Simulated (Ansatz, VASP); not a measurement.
Two plane-wave programs on MgS

```xyz
2
Lattice="0.0000 2.5618 2.5618 2.5618 0.0000 2.5618 2.5618 2.5618 0.0000" Properties=species:S:1:pos:R:3 pbc="T T T"
Mg    0.0000    0.0000    0.0000
S     2.5618    2.5618    2.5618
```

Alike in both runs: task single point; functional BLYP; dispersion D3(BJ); k mesh 8 × 8 × 8; occupations gaussian, width 0.05 eV; no spin polarisation.

|  | VASP | Ansatz |
| --- | --- | --- |
| version | VASP 6.6.1 | Ansatz 0.2.0 |
| potentials or method | VASP PAW PBE potentials, release 64 (Mg, S), cutoff 600 eV | scalar-relativistic, plane waves, PAW |
| valence electrons in the cell | 8 | 16 |

Ansatz gave:

- gap on the k mesh at the Fermi level (eV): 2.94
- least direct gap on the mesh (eV): 4.26
- pressure (GPa): 0.0

Estimate VASP's values.

gap on the k mesh at the Fermi level (eV): 2.94; least direct gap on the mesh (eV): 4.27; pressure (GPa): -0.2.

VASP's potentials were made for PBE, not for BLYP. VASP's potentials hold 8 valence electrons a cell and Ansatz's 16, so a difference there can come from the potentials and not from the codes.
